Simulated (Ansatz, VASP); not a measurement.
**Two plane-wave programs on Nb3H**

```xyz
4
Lattice="2.9270 0.0000 0.0000 0.0000 2.9270 0.0000 0.0000 0.0000 21.1958" Properties=species:S:1:pos:R:3 pbc="T T T"
Nb    1.4635    1.4635    4.0000
Nb    0.0000    0.0000    6.0978
Nb    1.4635    1.4635    8.1958
H     1.4635    2.9270   10.3058
```

Alike in both runs: task single point; functional LDA; k mesh 9 × 9 × 1; occupations gaussian, width 0.1 eV; collinear spin.

```csv
,VASP,Ansatz
version,VASP 6.6.1,Ansatz 0.2.0
potentials or method,"VASP PAW LDA potentials, release 64 (Nb_sv, H), cutoff 520 eV","scalar-relativistic, plane waves, PAW"
valence electrons in the cell,40,40
```

|  | VASP | Ansatz | Ansatz less VASP |
| --- | --- | --- | --- |
| gap on the k mesh at the Fermi level (eV) | none | none | - |
| rms of the force components (eV/Å) | 0.924 | 0.924 | -0.0005 |
| net moment per atom (μB) | 0.00 | 0.00 | 0.000 |
| work function, face that differs most (eV) | 4.65 | 4.64 | -0.006 |

LDA's correlation is that of Perdew and Zunger in VASP and of Perdew and Wang (1992) in Ansatz. Atom by atom the forces differ by 0.001 eV/Å (rms over components). A gap of «none» marks a metal or a gap that the smearing closes. Ansatz's warnings: seeded moment not kept.
